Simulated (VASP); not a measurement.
Write the native input for VASP 6.6.1 that does the following.

```
Task                   : single point
Functional             : PBE
Potentials or basis    : VASP PAW PBE potentials, release 64 (B, As_d)
Cutoff                 : 560 eV
k mesh                 : 12 × 12 × 4
Occupations            : fermi-dirac, width 0.02 eV
Spin                   : no spin polarisation
Dipole correction      : no
Further INCAR settings : ALGO = Normal; EDIFF = 1e-06; NBANDS = 26
```

The structure of BAs lies in POSCAR:

```
BAs
1.0
    3.3244573618      0.0000000000      0.0000000000
   -1.6622286809      2.8790645291      0.0000000000
    0.0000000000      0.0000000000      8.6370288605
B As
2 2
Direct
    0.3333333333      0.6666666667      0.2500000000
    0.6666666667      0.3333333333      0.7500000000
    0.6666666667      0.3333333333      0.2500000000
    0.3333333333      0.6666666667      0.7500000000
```

This cell differs from its parent crystal: strain -1.2%.

One way to write it, as run:

INCAR

```
SYSTEM = BAs
PREC = Accurate
ENCUT = 560
EDIFF = 1E-6
ISMEAR = -1
SIGMA = 0.02
LREAL = .FALSE.
LASPH = .TRUE.
NELM = 120
ALGO = Normal
ISIF = 2
LWAVE = .FALSE.
LCHARG = .FALSE.
GGA = PE
NBANDS = 26
GGA_COMPAT = .FALSE.
```

KPOINTS

```
Automatic mesh
0
G
  12 12 4
  0 0 0
```

Potentials or basis: VASP PAW PBE potentials, release 64 (B, As_d).

The run is started by

```bash
$ cat potpaw_PBE.64/B/POTCAR potpaw_PBE.64/As_d/POTCAR > POTCAR
$ mpirun -np 1 vasp_std > vasp.out
```

It gave:

```yaml
Pressure: 4.8 GPa
Band_gap_on_the_k_mesh: 0.71 eV
```

Caveat: the cell differs from its parent crystal (strain -1.2%); the stress differs along the axes, from 1 to 7 GPa; semilocal functionals underestimate gaps, and a narrow one can read as zero; this functional lacks dispersion, which binds layers or chains, so the pressure and a relaxed spacing across them are unreliable.

Run time: 60 s on 1 thread of Intel(R) Xeon(R) 6975P-C (Granite Rapids), on a shared host, peak memory 0.28 GiB.
